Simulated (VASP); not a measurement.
Here is a VASP 6.6.1 calculation.

File INCAR:

```
SYSTEM = TePd
ALGO = Normal
EDIFF = 1E-6
ENCUT = 500
GGA = CA
GGA_COMPAT = .FALSE.
ISIF = 2
ISMEAR = 0
ISPIN = 2
LASPH = .TRUE.
LCHARG = .FALSE.
LDAU = .TRUE.
LDAUJ = 0.9 0
LDAUL = 2 -1
LDAUPRINT = 1
LDAUTYPE = 1
LDAUU = 5 0
LMAXMIX = 4
LORBIT = 11
LREAL = .FALSE.
LWAVE = .FALSE.
MAGMOM = 1 0
NBANDS = 19
NELM = 200
NUPDOWN = 1.0
PREC = Accurate
SIGMA = 0.05
```

KPOINTS

```
k-points
0
G
  5 5 5
  0 0 0
```

The input POSCAR:

```
TePd
1.0
    3.6310931200      0.0000000000      0.0000000000
    0.0000000000      3.6310931200      0.0000000000
    0.0000000000      0.0000000000      3.6310931200
Pd Te
1 1
Direct
    0.0000000000      0.0000000000      0.0000000000
    0.5000000000      0.5000000000      0.5000000000
```

Potentials or basis: VASP PAW LDA potentials, release 64 (Pd, Te).

The run is started by

```bash
$ cat potpaw_LDA.64/Pd/POTCAR potpaw_LDA.64/Te/POTCAR > POTCAR
$ mpirun -np 1 vasp_std > vasp.out
```

(1) Estimate the pressure.

## Answers

(1) -15.4 GPa.

Caveat: the total moment is fixed, so each spin has its own Fermi level; the U is typed as a test and isn't derived for this compound.
